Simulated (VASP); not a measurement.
# GaN in VASP: further runs, part 2 of 2

VASP 6.6.1.

**4. Single point, PBE**

File INCAR:

```
PREC = Accurate
ENCUT = 600
EDIFF = 1E-6
ISMEAR = 0
SIGMA = 0.05
LREAL = F
LASPH = T
NELM = 120
ALGO = Normal
ISIF = 2
LWAVE = F
LCHARG = T
GGA = PE
LELF = T
LVHAR = T
NBANDS = 16
GGA_COMPAT = F
```

File KPOINTS:

```
Automatic mesh
0
Gamma
  13 13 13
```

File POSCAR:

```
GaN
1.0
    0.0000000000      2.1352350000      2.1352350000
    2.1352350000      0.0000000000      2.1352350000
    2.1352350000      2.1352350000      0.0000000000
Ga N
1 1
Direct
    0.0000000000      0.0000000000      0.0000000000
    0.4976583374      0.4976583374      0.5023416626
```

Potentials or basis: VASP PAW PBE potentials, release 64 (Ga_d, N).

Command:

```
$ cat potpaw_PBE.64/Ga_d/POTCAR potpaw_PBE.64/N/POTCAR > POTCAR
$ mpirun -np 1 vasp_std > vasp.out
```

OUTCAR:

```text
PREC = Accurate
   ENCUT = 600
   EDIFF = 1E-6
   ISMEAR = 0
   LREAL = F
   LASPH = T
   NELM = 120
   ISIF = 2
   GGA = PE

 ion  position               nearest neighbor table
   1  0.000  0.000  0.000-   2 2.13   2 2.14   2 2.14   2 2.14   2 2.14   2 2.15
   2  0.498  0.498  0.502-   1 2.13   1 2.14   1 2.14   1 2.14   1 2.14   1 2.15

  LATTYP: Found a face centered cubic cell.
 ALAT       =     4.2704700000

  Lattice vectors:

 A1 = (   0.0000000000,   2.1352350000,   2.1352350000)
 A2 = (   2.1352350000,   0.0000000000,   2.1352350000)
 A3 = (   2.1352350000,   2.1352350000,   0.0000000000)

Analysis of symmetry for initial positions (statically):
=====================================================================
 Subroutine PRICEL returns:
 Original cell was already a primitive cell.

 Routine SETGRP: Setting up the symmetry group for a
 face centered cubic supercell.

 Subroutine GETGRP returns: Found  8 space group operations
 (whereof  8 operations were pure point group operations)
 out of a pool of 48 trial point group operations.

The static configuration has the point symmetry C_4v.

Analysis of symmetry for dynamics (positions and initial velocities):
=====================================================================
 Subroutine PRICEL returns:
 Original cell was already a primitive cell.

 Routine SETGRP: Setting up the symmetry group for a
 face centered cubic supercell.

 Subroutine GETGRP returns: Found  8 space group operations
 (whereof  8 operations were pure point group operations)
 out of a pool of 48 trial point group operations.

The dynamic configuration has the point symmetry C_4v.

 Subroutine INISYM returns: Found  8 space group operations
 (whereof  8 operations are pure point group operations),
 and found     1 'primitive' translations

----------------------------------------------------------------------------------------

                                     Primitive cell

  volume of cell :      19.4700

  direct lattice vectors                    reciprocal lattice vectors
     0.000000000  2.135235000  2.135235000    -0.234166263  0.234166263  0.234166263
     2.135235000  0.000000000  2.135235000     0.234166263 -0.234166263  0.234166263
     2.135235000  2.135235000  0.000000000     0.234166263  0.234166263 -0.234166263

  length of vectors
     3.019678296  3.019678296  3.019678296     0.405587864  0.405587864  0.405587864

  position of ions in fractional coordinates (direct lattice)
     0.000000000  0.000000000  0.000000000
     0.497658337  0.497658337  0.502341663

  ion indices of the primitive-cell ions
   primitive index   ion index
                 1           1
                 2           2

----------------------------------------------------------------------------------------

 KPOINTS: Automatic mesh

Automatic generation of k-mesh.
 Grid dimensions read from file:
 generate k-points for:   13   13   13

 Generating k-lattice:

  Cartesian coordinates                     Fractional coordinates (reciprocal lattice)
    -0.018012789  0.018012789  0.018012789     0.076923077  0.000000000  0.000000000
     0.018012789 -0.018012789  0.018012789     0.000000000  0.076923077  0.000000000
     0.018012789  0.018012789 -0.018012789     0.000000000  0.000000000  0.076923077

  Length of vectors
     0.031199066  0.031199066  0.031199066

  Shift w.r.t. Gamma in fractional coordinates (k-lattice)
     0.000000000  0.000000000  0.000000000

 Subroutine IBZKPT returns following result:
 ===========================================

 Found    196 irreducible k-points:

 Following reciprocal coordinates:
            Coordinates               Weight
  0.000000  0.000000  0.000000      1.000000
  0.076923  0.000000  0.000000      8.000000
  0.153846  0.000000  0.000000      8.000000
  0.230769  0.000000  0.000000      8.000000
  0.307692  0.000000  0.000000      8.000000
  0.384615  0.000000  0.000000      8.000000
[... 16 lines left out ...]
  0.000000 -0.384615  0.076923     16.000000
 -0.307692  0.076923  0.000000      8.000000
 [... further k-points ...]
   k-points           NKPTS =    196   k-points in BZ     NKDIM =    196   number of bands    NBANDS=     16
   number of dos      NEDOS =    301   number of ions     NIONS =      2
   total plane-waves  NPLWV =  13824
   dimension x,y,z NGX =    24 NGY =   24 NGZ =   24
   dimension x,y,z NGXF=    48 NGYF=   48 NGZF=   48
   ions per type =               1   1
   NGX,Y,Z   is equivalent  to a cutoff of  13.21, 13.21, 13.21 a.u.
   NGXF,Y,Z  is equivalent  to a cutoff of  26.43, 26.43, 26.43 a.u.
 SYSTEM =  unknown system
   PREC   = accura    normal or accurate (medium, high low for compatibility)
   ISTART =      0    job   : 0-new  1-cont  2-samecut
   ICHARG =      2    charge: 1-file 2-atom 10-const
   ISPIN  =      1    spin polarized calculation?
   LNONCOLLINEAR =      F non collinear calculations
   LSORBIT =      F    spin-orbit coupling
   LASPH  =      T    aspherical Exc in radial PAW
   ENCUT  =  600.0 eV  44.10 Ry    6.64 a.u.   6.03  6.03  6.03*2*pi/ulx,y,z
   NELM   =    120;   NELMIN=  2; NELMDL= -5     # of ELM steps
   EDIFF  = 0.1E-05   stopping-criterion for ELM
   LREAL  =      F    real-space projection
   EDIFFG = 0.1E-04   stopping-criterion for IOM
   NSW    =      0    number of steps for IOM
   IBRION =     -1    ionic relax: 0-MD 1-quasi-New 2-CG
   NFREE  =      0    steps in history (QN), initial steepest desc. (CG)
   ISIF   =      2    stress and relaxation
   ISYM   =      2    0-nonsym 1-usesym 2-fastsym
   POTIM  = 0.5000    time-step for ionic-motion
   TEBEG  =    0.0;   TEEND  =   0.0 temperature during run
   PSTRESS=    0.0 pullay stress
   NELECT =      18.0000    total number of electrons
   NUPDOWN=      -1.0000    fix difference up-down
   EMIN   =  10.00;   EMAX   =-10.00  energy-range for DOS
   EFERMI =   0.00;   METHOD = LEGACY
   ISMEAR =     0;   SIGMA  =   0.05  broadening in eV -4-tet -1-fermi 0-gaus
   EFERMI_NEDOS =   21; number of points for ismear=-14 and -15
   IALGO  =     38    algorithm
   IMIX   =      4    mixing-type and parameters
     AMIX     =   0.40;   BMIX     =  1.00
     AMIX_MAG =   1.60;   BMIX_MAG =  1.00
  volume/ion in A,a.u.               =       9.74        65.70
  Fermi-wavevector in a.u.,A,eV,Ry     =   1.594814  3.013761 34.605481  2.543431
  Thomas-Fermi vector in A             =   2.692830
   LORBIT       =      0    0 simple, 1 ext, 2 COOP (PROOUT), +10 PAW based schemes
   GGA     = PE    functional components
   LHFCALC =     F    Hartree Fock is set to
   AEXX    =    0.0000 exact exchange contribution
   IVDW    =     0    specifies the selected vdW correction
   LEPSILON=     F    determine dielectric tensor
   LRPA    =     F    only Hartree local field effects (RPA)
 non-spin polarized calculation
 Gauss-broadening in eV      SIGMA  =   0.05
  energy-cutoff  :      600.00
  volume of cell :       19.47
 maximum number of plane-waves:       661
   NGX = 13   NGY = 13   NGZ = 13

 number of electron      18.0000005 magnetization

 Free energy of the ion-electron system (eV)
  ---------------------------------------------------
  ext. energy  EPLUGINS =         0.00000000
  ---------------------------------------------------
  free energy    TOTEN  =       -11.20838087 eV

  energy without entropy =      -11.20838087  energy(sigma->0) =      -11.20838087

 E-fermi :   7.7146     XC(G=0): -12.9044

 val. band max:        7.5056966510   @ k =  -0.1538   0.1538   0.0000
 cond. band min:       8.0238264354   @ k =   0.0000   0.4615   0.4615
 fundamental gap:      0.5181297844
 Fermi energy:         7.7146421493

 k-point     1 :       0.0000    0.0000    0.0000
  band No.  band energies     occupation
      1      -9.4820      2.00000
      2      -6.4858      2.00000
      3      -6.4858      2.00000
      4      -6.4858      2.00000
      5      -6.3989      2.00000
      6      -6.3988      2.00000
[... 8 lines left out ...]
     15      22.9021      0.00000
     16      22.9021      0.00000

 k-point     2 :       0.0769    0.0000    0.0000
  band No.  band energies     occupation
      1      -9.3701      2.00000
      2      -6.4898      2.00000
      3      -6.4797      2.00000
      4      -6.4796      2.00000
      5      -6.4064      2.00000
      6      -6.4063      2.00000
[... 8 lines left out ...]
     15      23.0502      0.00000
     16      23.0600      0.00000
[... 387 lines left out ...]
      5      -6.3038      2.00000
      6      -6.1081      2.00000
[... 8 lines left out ...]
     15      27.6202      0.00000
     16      29.1143      0.00000

 k-point    24 :      -0.3077    0.0769    0.0000
  band No.  band energies     occupation
      1      -7.6160      2.00000
      2      -6.5867      2.00000
      3      -6.5783      2.00000
      4      -6.4933      2.00000
      5      -6.3440      2.00000
      6      -6.2355      2.00000
[... 8 lines left out ...]
     15      25.7777      0.00000
     16      27.9701      0.00000

 [... further k-points ...]
[... 5 lines left out ...]
  --------------------------------------------------------------------------------------
  -------------------------------------------------------------------------------------
  Total        0.0280310      0.0280310      0.0331033      0.0000000      0.0000000      0.0000000
  in kB        2.3066558      2.3066558      2.7240452      0.0000000      0.0000000      0.0000000
  external PRESSURE =       2.4457856 kB  Pullay stress =       0.0000000 kB

 VOLUME and BASIS-vectors are now :
 -----------------------------------------------------------------------------
  energy-cutoff  :      600.00
  volume of cell :       19.47
      direct lattice vectors                 reciprocal lattice vectors
     0.000000000  2.135235000  2.135235000    -0.234166263  0.234166263  0.234166263
     2.135235000  0.000000000  2.135235000     0.234166263 -0.234166263  0.234166263
     2.135235000  2.135235000  0.000000000     0.234166263  0.234166263 -0.234166263

 POSITION                                       TOTAL-FORCE (eV/Angst)
 -----------------------------------------------------------------------------------
      0.00000      0.00000      0.00000         0.000000      0.000000     -0.019200
      2.13524      2.13524      2.12524         0.000000      0.000000      0.019200
 -----------------------------------------------------------------------------------
    total drift:                                0.000000      0.000000     -0.000116

  FREE ENERGIE OF THE ION-ELECTRON SYSTEM (eV)
  ---------------------------------------------------
  free  energy   TOTEN  =       -11.2083808682 eV

  energy  without entropy=      -11.2083808682  energy(sigma->0) =      -11.20838087
```

OSZICAR:

```text
N       E                     dE             d eps       ncg     rms          rms(c)
DAV:   1     0.822999257290E+02    0.82300E+02   -0.10051E+04  7184   0.230E+03
DAV:   2    -0.767838304302E+01   -0.89978E+02   -0.83726E+02  7104   0.350E+02
DAV:   3    -0.129458043084E+02   -0.52674E+01   -0.52449E+01  7280   0.715E+01
DAV:   4    -0.129979669630E+02   -0.52163E-01   -0.52156E-01  7776   0.771E+00
DAV:   5    -0.129985659908E+02   -0.59903E-03   -0.59902E-03  7648   0.753E-01    0.725E+00
DAV:   6    -0.112320576689E+02    0.17665E+01   -0.44306E+00  9336   0.392E+01    0.237E+00
DAV:   7    -0.112233052937E+02    0.87524E-02   -0.22401E-01  7616   0.537E+00    0.154E+00
DAV:   8    -0.112104099204E+02    0.12895E-01   -0.37312E-02  6896   0.221E+00    0.562E-01
DAV:   9    -0.112083561725E+02    0.20537E-02   -0.71801E-03  7960   0.184E+00    0.125E-01
DAV:  10    -0.112083928182E+02   -0.36646E-04   -0.69697E-04  7440   0.341E-01    0.380E-02
DAV:  11    -0.112083793946E+02    0.13424E-04   -0.60580E-05  8144   0.101E-01    0.849E-03
DAV:  12    -0.112083809840E+02   -0.15894E-05   -0.43871E-06  7712   0.316E-02    0.414E-03
DAV:  13    -0.112083808682E+02    0.11583E-06   -0.24983E-07  4192   0.476E-03
   1 F= -.11208381E+02 E0= -.11208381E+02  d E =-.973604E-11
```

stdout:

```text
POSCAR found type information on POSCAR GaN
 POSCAR found :  2 types and       2 ions
 scaLAPACK will be used
 LDA part: xc-table for (Slater+PW92), standard interpolation
 POSCAR, INCAR and KPOINTS ok, starting setup
 FFT: planning ... GRIDC
 FFT: planning ... GRID_SOFT
 FFT: planning ... GRID
 WAVECAR not read
 entering main loop
```

Wall time 30 s (1 thread of Intel Xeon Platinum 8375C at 2.90GHz (Ice Lake), shared host); peak memory 0.2 GiB.

Results:

| Property | Result |
| --- | --- |
| Free energy | -11.2084 eV |
| Pressure | 0.2 GPa |
| Largest force | 0.019 eV/Å |
| Band gap on the k mesh | 0.52 eV (least direct gap 2.37 eV) |

Forces on the atoms (eV/Å):
```
Ga   0.000  0.000 -0.019
N    0.000  0.000  0.019
```

Caveat: an odd mesh through Γ misses points on the zone boundary, where band edges can lie.
